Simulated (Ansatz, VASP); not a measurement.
# MnSn3 in VASP and in Ansatz

```xyz
4
Lattice="0.0000 3.6684 3.6684 3.6684 0.0000 3.6684 3.6684 3.6684 0.0000" Properties=species:S:1:pos:R:3 pbc="T T T"
Sn    1.8342    1.8342    1.8342
Sn    5.5027    5.5027    5.5027
Sn    3.6684    3.6684    3.6684
Mn    0.0000    0.0000    0.0000
```

Alike in both runs: task single point; functional r2SCAN; k mesh 10 × 10 × 10; occupations gaussian, width 0.1 eV; collinear spin.

|  | VASP | Ansatz |
| --- | --- | --- |
| version | VASP 6.6.1 | Ansatz 0.2.0 |
| potentials or method | VASP PAW PBE potentials, release 64 (Sn_d, Mn_pv), cutoff 520 eV | scalar-relativistic, plane waves, PAW |
| valence electrons in the cell | 55 | 57 |

```tsv
	VASP	Ansatz	Ansatz less VASP
gap on the k mesh at the Fermi level (eV)	none	none	-
pressure (GPa)	-0.1	-0.2	-0.02
net moment per atom (μB)	1.06	1.06	0.000
size of the moment on the site where the two differ most (μB)	4.29	4.46	+0.177
```

VASP's potentials were made for PBE, not for r2SCAN. Site moments also hang on the region over which each program counts them. A gap of «none» marks a metal or a gap that the smearing closes. VASP's potentials hold 55 valence electrons a cell and Ansatz's 57, so a difference there can come from the potentials and not from the codes. Ansatz's warnings: stability check not made.
